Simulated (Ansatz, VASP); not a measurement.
Al3Cu in VASP and in Ansatz

```xyz
4
Lattice="3.9654 0.0000 0.0000 0.0000 3.9654 0.0000 0.0000 0.0000 3.9654" Properties=species:S:1:pos:R:3 pbc="T T T"
Al    0.0000    1.9827    1.9827
Al    1.9827    0.0000    1.9827
Al    1.9827    1.9827    0.0000
Cu    0.0000    0.0000    0.0000
```

Alike in both runs: task single point; functional r2SCAN; k mesh 12 × 12 × 12; occupations gaussian, width 0.1 eV; no spin polarisation.

|  | VASP | Ansatz |
| --- | --- | --- |
| version | VASP 6.6.1 | Ansatz 0.2.0 |
| potentials or method | VASP PAW PBE potentials, release 64 (Al, Cu), cutoff 520 eV | scalar-relativistic, plane waves, PAW |
| valence electrons in the cell | 20 | 28 |

```csv
,VASP,Ansatz,Ansatz less VASP
gap on the k mesh at the Fermi level (eV),none,none,-
pressure (GPa),-5.6,-5.4,+0.11
```

VASP's potentials were made for PBE, not for r2SCAN. A gap of «none» marks a metal or a gap that the smearing closes. With one functional, cell and mesh, what is left measures potentials, basis and numerics. VASP's potentials hold 20 valence electrons a cell and Ansatz's 28, so a difference there can come from the potentials and not from the codes.
